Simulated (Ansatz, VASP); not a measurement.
## Two plane-wave programs on Cu

```
Cu
1.0
     2.53076    0.00000    0.00000
    -1.26538    2.19171    0.00000
     0.00000    0.00000    8.26182
Cu
4
Direct
  0.99523 0.00022 0.99836
  0.32777 0.66229 0.25017
  0.00561 0.00102 0.49917
  0.66019 0.32084 0.74947
```

Alike in both runs: task single point; functional LDA; k mesh 7 × 7 × 2; occupations fermi-dirac, width 0.1 eV; no spin polarisation.

|  | VASP | Ansatz |
| --- | --- | --- |
| version | VASP 6.6.1 | Ansatz 0.2.0 |
| potentials or method | VASP PAW LDA potentials, release 64 (Cu), cutoff 520 eV | plane waves, PAW |
| valence electrons in the cell | 44 | 76 |

Ansatz gave:

```
pressure (GPa)                                                : -8.8
traceless stress, the component that is largest in VASP (GPa) : -0.18
rms of the force components (eV/Å)                            : 0.042
```

What did VASP give for the same quantities?

Pressure (GPa): -7.7; traceless stress, the component that is largest in VASP (GPa): -0.19; rms of the force components (eV/Å): 0.041.

LDA's correlation is that of Perdew and Zunger in VASP and of Perdew and Wang (1992) in Ansatz. Atom by atom the forces differ by 0.000 eV/Å (rms over components). VASP's potentials hold 44 valence electrons a cell and Ansatz's 76, so a difference there can come from the potentials and not from the codes. Ansatz's warnings: stress scf threshold loose.

The k mesh is coarse, so the values compare programs but aren't converged.
